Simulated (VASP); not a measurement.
# TiAl3 in VASP: notebook, part 2 of 2

VASP 6.6.1. The steps go on from the part before.

**4. Single point, PBEsol (strain along c alone, the other axes held: -4.0 %)**

The input, INCAR:

```
PREC     = Accurate       # precision mode
ENCUT    = 520            # plane-wave cutoff, eV
EDIFF    = 1E-6           # SCF threshold, eV
ISMEAR   = 0              # smearing method
SIGMA    = 0.1            # smearing width, eV
LREAL    = False          # projectors in reciprocal space
LASPH    = True           # aspherical terms in the spheres
NELM     = 80             # most SCF steps
ALGO     = Fast           # electronic algorithm
ISIF     = 2              # what is computed and relaxed
LWAVE    = False          # write WAVECAR
LCHARG   = False          # write CHGCAR
GGA      = PS             # functional
NBANDS   = 18             # bands
```

The input, KPOINTS:

```
Automatic mesh
0
Gamma
  14 14 14
```

The input, POSCAR:

```
TiAl3
1.0
    3.9483448104      0.0000000000      0.0000000000
    0.0000000000      3.9483448104      0.0000000000
    0.0000000000      0.0000000000      3.7904110179
Ti Al
1 3
Direct
    0.0000000000      0.0000000000      0.0000000000
    0.5000000000      0.5000000000      0.0000000000
    0.5000000000      0.0000000000      0.5000000000
    0.0000000000      0.5000000000      0.5000000000
```

Potentials or basis: VASP PAW PBE potentials, release 64 (Ti_sv, Al).

Launch:

```
> cat potpaw_PBE.64/Ti_sv/POTCAR potpaw_PBE.64/Al/POTCAR > POTCAR
> mpirun -np 1 vasp_std > vasp.out
```

OUTCAR:

```text
PREC = Accurate
   ENCUT = 520
   EDIFF = 1E-6
   ISMEAR = 0
   LREAL = False
   LASPH = True
   NELM = 80
   ISIF = 2
   GGA = PS

 ion  position               nearest neighbor table
   1  0.000  0.000  0.000-   3 2.74   4 2.74   3 2.74   4 2.74   4 2.74   4 2.74   3 2.74   3 2.74
                             2 2.79   2 2.79   2 2.79   2 2.79
   2  0.500  0.500  0.000-   3 2.74   4 2.74   3 2.74   4 2.74   3 2.74   3 2.74   4 2.74   4 2.74
                             1 2.79   1 2.79   1 2.79   1 2.79
   3  0.500  0.000  0.500-   1 2.74   2 2.74   1 2.74   2 2.74   2 2.74   2 2.74   1 2.74   1 2.74
                             4 2.79   4 2.79   4 2.79   4 2.79
   4  0.000  0.500  0.500-   1 2.74   2 2.74   1 2.74   2 2.74   1 2.74   1 2.74   2 2.74   2 2.74
                             3 2.79   3 2.79   3 2.79   3 2.79

  LATTYP: Found a simple tetragonal cell.
 ALAT       =     3.9483448104
 C/A-ratio  =     0.9600000000

  Lattice vectors:

 A1 = (   3.9483448104,   0.0000000000,   0.0000000000)
 A2 = (   0.0000000000,   3.9483448104,   0.0000000000)
 A3 = (   0.0000000000,   0.0000000000,   3.7904110179)

Analysis of symmetry for initial positions (statically):
=====================================================================
 Subroutine PRICEL returns:
 Original cell was already a primitive cell.

 Routine SETGRP: Setting up the symmetry group for a
 simple tetragonal supercell.

 Subroutine GETGRP returns: Found 16 space group operations
 (whereof 16 operations were pure point group operations)
 out of a pool of 16 trial point group operations.

The static configuration has the point symmetry D_4h.

Analysis of symmetry for dynamics (positions and initial velocities):
=====================================================================
 Subroutine PRICEL returns:
 Original cell was already a primitive cell.

 Routine SETGRP: Setting up the symmetry group for a
 simple tetragonal supercell.
[... 123 lines left out ...]
   EFERMI =   0.00;   METHOD = LEGACY
   ISMEAR =     0;   SIGMA  =   0.10  broadening in eV -4-tet -1-fermi 0-gaus
   EFERMI_NEDOS =   21; number of points for ismear=-14 and -15
   IALGO  =     68    algorithm
   IMIX   =      4    mixing-type and parameters
     AMIX     =   0.40;   BMIX     =  1.00
     AMIX_MAG =   1.60;   BMIX_MAG =  1.00
  volume/ion in A,a.u.               =      14.77        99.69
  Fermi-wavevector in a.u.,A,eV,Ry     =   1.159602  2.191331 18.295452  1.344678
  Thomas-Fermi vector in A             =   2.296193
   LORBIT       =      0    0 simple, 1 ext, 2 COOP (PROOUT), +10 PAW based schemes
   GGA     = PS    functional components
   LHFCALC =     F    Hartree Fock is set to
   AEXX    =    0.0000 exact exchange contribution
   IVDW    =     0    specifies the selected vdW correction
   LEPSILON=     F    determine dielectric tensor
   LRPA    =     F    only Hartree local field effects (RPA)
 non-spin polarized calculation
 RMM-DIIS sequential band-by-band and
 Gauss-broadening in eV      SIGMA  =   0.10
  energy-cutoff  :      520.00
  volume of cell :       59.09
 maximum number of plane-waves:      1618
 NGX is ok and might be reduce to    30
   NGX = 15   NGY = 15   NGZ = 15

 number of electron      21.0000000 magnetization

 Free energy of the ion-electron system (eV)
  ---------------------------------------------------
  ext. energy  EPLUGINS =         0.00000000
  ---------------------------------------------------
  free energy    TOTEN  =       -22.05869376 eV

  energy without entropy =      -22.04815835  energy(sigma->0) =      -22.05342605

 E-fermi :   9.5530     XC(G=0): -11.1048

 val. band max:        9.5434407362   @ k =   0.2143   0.2143   0.0714
 cond. band min:       9.5556050805   @ k =   0.5000   0.0000   0.0714
 fundamental gap:      0.0121643443
 Fermi energy:         9.5529696457

 k-point     1 :       0.0000    0.0000    0.0000
  band No.  band energies     occupation
      1     -47.0601      2.00000
      2     -23.4898      2.00000
      3     -23.4898      2.00000
      4     -23.4604      2.00000
      5      -1.5416      2.00000
      6       6.1544      2.00000
[... 481 lines left out ...]
      5       0.0756      2.00000
      6       2.8168      2.00000
[... 10 lines left out ...]
     17      14.3622      0.00000
     18      15.0845      0.00000

 [... further k-points ...]
[... 5 lines left out ...]
  --------------------------------------------------------------------------------------
  -------------------------------------------------------------------------------------
  Total        1.2024693      1.2024693      3.2858442      0.0000000      0.0000000      0.0000000
  in kB       32.6037940     32.6037940     89.0924914      0.0000000      0.0000000      0.0000000
  external PRESSURE =      51.4333598 kB  Pullay stress =       0.0000000 kB

 VOLUME and BASIS-vectors are now :
 -----------------------------------------------------------------------------
  energy-cutoff  :      520.00
  volume of cell :       59.09
      direct lattice vectors                 reciprocal lattice vectors
     3.948344810  0.000000000  0.000000000     0.253270686  0.000000000  0.000000000
     0.000000000  3.948344810  0.000000000     0.000000000  0.253270686  0.000000000
     0.000000000  0.000000000  3.790411018     0.000000000  0.000000000  0.263823632

 POSITION                                       TOTAL-FORCE (eV/Angst)
 -----------------------------------------------------------------------------------
      0.00000      0.00000      0.00000         0.000000      0.000000      0.000000
      1.97417      1.97417      0.00000         0.000000      0.000000      0.000000
      1.97417      0.00000      1.89521         0.000000      0.000000      0.000000
      0.00000      1.97417      1.89521         0.000000      0.000000      0.000000
 -----------------------------------------------------------------------------------
    total drift:                                0.000000     -0.000000      0.000000

  FREE ENERGIE OF THE ION-ELECTRON SYSTEM (eV)
  ---------------------------------------------------
  free  energy   TOTEN  =       -22.0586937611 eV

  energy  without entropy=      -22.0481583459  energy(sigma->0) =      -22.05342605
```

OSZICAR:

```text
N       E                     dE             d eps       ncg     rms          rms(c)
DAV:   1     0.122329350831E+03    0.12233E+03   -0.92355E+03 10368   0.109E+03
DAV:   2    -0.152383601697E+02   -0.13757E+03   -0.13393E+03 10528   0.288E+02
DAV:   3    -0.238407483034E+02   -0.86024E+01   -0.84321E+01 16108   0.662E+01
[... 17 lines left out ...]
RMM:  21    -0.220586881947E+02   -0.37354E-05   -0.41232E-05 12644   0.205E-02    0.129E-02
RMM:  22    -0.220586905131E+02   -0.23184E-05   -0.25696E-05 11724   0.162E-02    0.124E-02
RMM:  23    -0.220586921477E+02   -0.16346E-05   -0.17885E-05 11917   0.134E-02    0.134E-02
RMM:  24    -0.220586933076E+02   -0.11599E-05   -0.12018E-05 11190   0.122E-02    0.174E-02
RMM:  25    -0.220586937611E+02   -0.45349E-06   -0.77262E-06 10885   0.112E-02
   1 F= -.22058694E+02 E0= -.22053426E+02  d E =-.105354E-01
```

Wall time 5.9 min (1 thread of Intel Xeon 6975P-C (Granite Rapids), shared host); peak memory 0.39 GiB.

What came out:

- Free energy: -22.0587 eV
- Pressure: 5.1 GPa
- Band gap on the k mesh: zero (an odd number of electrons rules out a gap without spin polarisation)

Levels at points of the mesh, in eV from the Fermi level:
```tsv
k point	band 8	band 9	band 10	band 11	band 12	band 13
(0.00, 0.00, 0.00)	-2.41	-2.41	-1.75	0.06	0.19	0.19
(0.50, 0.00, 0.00)	-2.30	-2.07	0.44	0.58	0.82	0.87
(0.50, 0.50, 0.00)	-5.20	-1.13	-1.13	0.81	0.86	1.08
(0.00, 0.00, 0.50)	-2.46	-2.40	0.39	0.64	0.64	0.95
(0.50, 0.00, 0.50)	-5.19	-1.46	-1.35	0.52	0.90	0.97
(0.50, 0.50, 0.50)	-5.17	-3.64	-3.64	-3.45	0.22	1.17
```

Caveat: the cell differs from its parent crystal (strain along c alone, the other axes held: -4.0 %); the stress differs along the axes, from 3 to 9 GPa; the PAW data sets were made with another functional, which shifts forces and pressure a little.

**5. Single point, PBEsol (strain along c alone, the other axes held: -2.0 %)**

Edit INCAR of step 4 so:

```diff
@@ -7,3 +7,3 @@
 LASPH    = True           # aspherical terms in the spheres
-NELM     = 80             # most SCF steps
+NELM     = 60             # most SCF steps
 ALGO     = Fast           # electronic algorithm
@@ -11,4 +11,6 @@
 LWAVE    = False          # write WAVECAR
-LCHARG   = False          # write CHGCAR
+LCHARG   = True           # write CHGCAR
 GGA      = PS             # functional
+LELF     = True           # ELF
+LVHAR    = True         
 NBANDS   = 18             # bands
```

KPOINTS is that of step 4.

Edit POSCAR of step 4 so:

```diff
@@ -4,3 +4,3 @@
     0.0000000000      3.9483448104      0.0000000000
-    0.0000000000      0.0000000000      3.7904110179
+    0.0000000000      0.0000000000      3.8693779142
 Ti Al
```

Launch:

```
> cat potpaw_PBE.64/Ti_sv/POTCAR potpaw_PBE.64/Al/POTCAR > POTCAR
> mpirun -np 1 vasp_std > vasp.out
```

Run time: 6.9 min. Hardware: 1 thread of Intel Xeon 6975P-C (Granite Rapids), shared host; peak memory 0.4 GiB.

The run converged. Its results:

```yaml
Free_energy: -22.1095 eV
Pressure: 2.5 GPa
Band_gap_on_the_k_mesh: zero (an odd number of electrons rules out a gap without spin polarisation)
```

Stress tensor (GPa, compression positive):
```
1.63 0.00 0.00
0.00 1.63 0.00
0.00 0.00 4.27
```

Levels at points of the mesh, in eV from the Fermi level:
```tsv
k point	band 8	band 9	band 10	band 11	band 12	band 13
(0.00, 0.00, 0.00)	-2.30	-2.30	-1.98	0.10	0.16	0.16
(0.50, 0.00, 0.00)	-2.27	-2.19	0.41	0.65	0.90	0.92
(0.50, 0.50, 0.00)	-5.14	-1.22	-1.22	0.74	0.83	1.10
(0.00, 0.00, 0.50)	-2.38	-2.32	0.39	0.68	0.68	0.96
(0.50, 0.00, 0.50)	-5.14	-1.38	-1.32	0.57	0.89	1.02
(0.50, 0.50, 0.50)	-5.10	-3.59	-3.59	-3.50	0.20	1.18
```

Caveat: the cell differs from its parent crystal (strain along c alone, the other axes held: -2.0 %); the PAW data sets were made with another functional, which shifts forces and pressure a little.

**6. Summary**

| cell | further INCAR settings | gap on the mesh (eV) | pressure (GPa) |
| --- | --- | --- | --- |
| a = 3.948 Å, 4 atoms | ALGO = Fast; EDIFF = 1e-06; NBANDS = 18 | none | 0.1 |
| a = 3.948, b = 3.948, c = 3.711 Å, 4 atoms | ALGO = Fast; EDIFF = 1e-07; NBANDS = 18 | none | 8.2 |
| a = 3.948, b = 3.948, c = 3.790 Å, 4 atoms | ALGO = Fast; EDIFF = 1e-06; NBANDS = 18 | none | 5.1 |
| a = 3.948, b = 3.948, c = 3.869 Å, 4 atoms | ALGO = Fast; EDIFF = 1e-06; NBANDS = 18 | none | 2.5 |

Alike in all rows: task single point; level PBEsol; potentials or basis VASP PAW PBE potentials, release 64 (Ti_sv, Al); no spin polarisation; k mesh 14 × 14 × 14; cutoff (eV) 520; smearing gaussian 0.1 eV.

Caveats: the PAW data sets were made with another functional, which shifts forces and pressure a little; the stress differs along the axes, from 5 to 14 GPa (at least some runs); the stress differs along the axes, from 3 to 9 GPa (at least some runs).

Total energies depend on the potentials used, so only differences within one code and one set of settings carry meaning.
